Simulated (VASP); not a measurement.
Input of a VASP 6.6.1 run:

INCAR

```
SYSTEM = Ba
PREC = Accurate ; ENCUT = 520
EDIFF = 1E-6 ; ISMEAR = 0
SIGMA = 0.15 ; LREAL = .FALSE.
LASPH = .TRUE. ; NELM = 80
ALGO = Fast ; ISIF = 2
LWAVE = .FALSE. ; LCHARG = .FALSE.
NBANDS = 11
```

KPOINTS

```
Automatic mesh
0
G
  14 14 14
  0 0 0
```

The input POSCAR:

```
Ba
1.0
   -2.7000000000      2.7000000000      2.3000000000
    2.7000000000     -2.7000000000      2.3000000000
    2.7000000000      2.7000000000     -2.3000000000
Ba
1
Direct
    0.0000000000      0.0000000000      0.0000000000
```

Potentials or basis: VASP PAW LDA potentials, release 64 (Ba_sv).

The run is started by

```sh
$ cat potpaw_LDA.64/Ba_sv/POTCAR > POTCAR
$ mpirun -np 1 vasp_std > vasp.out
```

Problem. What does it give for the pressure?

Solution. -1.6 GPa.

Problem. Predict the band gap on the k mesh.

Solution. Zero (band 5 reaches 1.57 eV, above the bottom of band 6 at 0.85 eV).

Stress tensor (GPa, compression positive):
```
-1.86  0.00  0.00
 0.00 -1.86  0.00
 0.00  0.00 -0.97
```

Caveat: the cell differs from its parent crystal (strain +0.080 along x and y, -0.080 along z); spin-orbit coupling is left out, which moves the levels of the heavy elements.
